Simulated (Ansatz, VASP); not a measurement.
# InAs: VASP beside Ansatz

File POSCAR:

```
InAs
1.0
    0.0000000000      2.8773040000      2.8773040000
    2.8773040000      0.0000000000      2.8773040000
    2.8773040000      2.8773040000      0.0000000000
In As
1 1
Direct
    0.5000000000      0.5000000000      0.5000000000
    0.0000000000      0.0000000000      0.0000000000
```

INCAR.step1

```
PREC = Accurate
ENCUT = 400
EDIFF = 1E-5
ISMEAR = -1
SIGMA = 0.05
LREAL = False
LASPH = True
NELM = 200
ALGO = Normal
ISIF = 2
LWAVE = True
LCHARG = False
MAGMOM = 0 0 0 0 0 0
LORBIT = 11
LSORBIT = True
GGA_COMPAT = False
LORBMOM = True
GGA = PE
NBANDS = 30
```

INCAR.step2

```
PREC = Accurate
ENCUT = 400
EDIFF = 1E-6
ISMEAR = -1
SIGMA = 0.05
LREAL = False
LASPH = True
NELM = 200
ALGO = Normal
ISIF = 2
LWAVE = False
LCHARG = False
MAGMOM = 0 0 0 0 0 0
LORBIT = 11
LSORBIT = True
GGA_COMPAT = False
LORBMOM = True
GGA = PE
LHFCALC = True
AEXX = 0.25
PRECFOCK = Normal
ISTART = 1
NBANDS = 30
```

File KPOINTS:

```
Automatic mesh
0
Gamma
  4 4 4
```

input

```
crystal:
  lattice:
    - [0.0, 2.877304, 2.877304]
    - [2.877304, 0.0, 2.877304]
    - [2.877304, 2.877304, 0.0]
  atoms:
    - { symbol: In, position: [0.5, 0.5, 0.5] }
    - { symbol: As, position: [0.0, 0.0, 0.0] }
hamiltonian:
  xc: pbe0
  pseudopotentials: { kind: paw_fr }
magnetization:
  noncollinear: true
  spin_orbit: true
kpoints:
  mp_grid: { grid: [4, 4, 4] }
scf:
  occupations: { method: fermi_dirac, width: 0.05 }
output:
  forces: true
  stress: true
  eigenvalues: true
```

Alike in both runs: task single point; functional PBE0; k mesh 4 × 4 × 4; occupations fermi-dirac, width 0.05 eV; non-collinear spin, spin-orbit coupling.

|  | VASP | Ansatz |
| --- | --- | --- |
| version | VASP 6.6.1 | Ansatz 0.2.0 |
| potentials or method | VASP PAW PBE potentials, release 64 (In_d, As) | Ansatz PAW |
| plane-wave cutoff (eV) | 400 | 420 |
| valence electrons in the cell | 18 | 28 |

VASP gave:

- pressure (GPa): -2.5
- net moment per atom (μB): 0.00

Q: Which values does Ansatz return?

A: Pressure (GPa): -2.2; net moment per atom (μB): 0.00.

VASP's potentials hold 18 valence electrons a cell and Ansatz's 28, so a difference there can come from the potentials and not from the codes.

The k mesh is coarse, so the values compare programs but aren't converged.
